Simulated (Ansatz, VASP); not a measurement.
One calculation of SnSe2, two programs

Contents of INCAR:

```
PREC = Accurate
ENCUT = 450
EDIFF = 1E-7
ISMEAR = 0
SIGMA = 0.01
LREAL = F
LASPH = T
NELM = 120
ALGO = Normal
ISIF = 2
LWAVE = F
LCHARG = F
GGA = PE
IBRION = 2
NSW = 60
EDIFFG = -0.001
GGA_COMPAT = F
NELMIN = 4
```

The input KPOINTS:

```
regular mesh
0
Gamma
  10 10 6
```

File POSCAR:

```
SnSe2
1.0
    3.8110000000      0.0000000000      0.0000000000
   -1.9055000000      3.3004228138      0.0000000000
    0.0000000000      0.0000000000      6.1360000000
Sn Se
1 2
Direct
    0.0000000000      0.0000000000      0.0000000000
    0.3333333333      0.6666666667      0.2490000000
    0.6666666667      0.3333333333      0.7510000000
```

Input for Ansatz:

```yaml
crystal:
  lattice:
    - [3.811, 0.0, 0.0]
    - [-1.9055, 3.3004228138, 0.0]
    - [0.0, 0.0, 6.136]
  atoms:
    - { symbol: Sn, position: [0.0, 0.0, 0.0] }
    - { symbol: Se, position: [0.3333333333, 0.6666666667, 0.249] }
    - { symbol: Se, position: [0.6666666667, 0.3333333333, 0.751] }
scf:
  occupations: { method: fixed }
output:
  forces: true
  stress: true
  eigenvalues: true
  write_density: true
  write_potential: true
  elf: true
  volumetric_format: npy
hamiltonian:
  xc: pbe
basis:
  ecutwfc: 440
kpoints:
  mp_grid: { grid: [10, 10, 6] }
relax:
  f_tol: 0.001
  max_steps: 40
```

Alike in both runs: task relaxation of the atoms; functional PBE; k mesh 10 × 10 × 6; no spin polarisation.

|  | VASP | Ansatz |
| --- | --- | --- |
| version | VASP 6.6.1 | Ansatz 0.2.0 |
| potentials or method | VASP PAW PBE potentials, release 64 (Sn_d, Se), cutoff 450 eV | scalar-relativistic, plane waves, PAW |
| occupations | gaussian, width 0.01 eV | fixed |
| valence electrons in the cell | 26 | 46 |

Ansatz gave:

* gap on the k mesh at the Fermi level, each at its own relaxed structure (eV): 0.53

Estimate VASP's values.

gap on the k mesh at the Fermi level, each at its own relaxed structure (eV): 0.52.

VASP's potentials hold 26 valence electrons a cell and Ansatz's 46, so a difference there can come from the potentials and not from the codes. Ansatz's warnings: metallic iterate, stress scf threshold loose.
